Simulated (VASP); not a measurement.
A run of VASP 6.6.1:

The input INCAR:

```
SYSTEM = Ga3Cu
PREC = Accurate
ENCUT = 520
EDIFF = 1E-7
ISMEAR = 1
SIGMA = 0.02
LREAL = .False.
LASPH = .True.
NELM = 60
ALGO = Normal
ISIF = 2
LWAVE = .False.
LCHARG = .False.
GGA = CA
NBANDS = 33
```

File KPOINTS:

```
Automatic mesh
0
Gamma
  6 6 6
  0 0 0
```

POSCAR

```
Ga3Cu
1.0
    4.1401934201      0.0000000000      0.0000000000
    0.0000000000      4.1401934201      0.0000000000
    0.0000000000      0.0000000000      4.1401934201
Ga Cu
3 1
Direct
    0.0000000000      0.5000000000      0.5000000000
    0.5000000000      0.0000000000      0.5000000000
    0.5000000000      0.5000000000      0.0000000000
    0.0000000000      0.0000000000      0.0000000000
```

Potentials or basis: VASP PAW LDA potentials, release 64 (Ga_d, Cu).

Command:

```console
$ cat potpaw_LDA.64/Ga_d/POTCAR potpaw_LDA.64/Cu/POTCAR > POTCAR
$ mpirun -np 1 vasp_std > vasp.out
```

Hardware: 1 thread of Intel(R) Xeon(R) Platinum 8259CL CPU @ 2.50GHz (Skylake/Cascade Lake) (shared host).

Question: Estimate the wall time of this run.

Answer: Wall time 32 s on 1 thread of Intel(R) Xeon(R) Platinum 8259CL CPU @ 2.50GHz (Skylake/Cascade Lake), on a shared host, peak memory 0.17 GiB. Counts: scf iterations 15, k points 20.
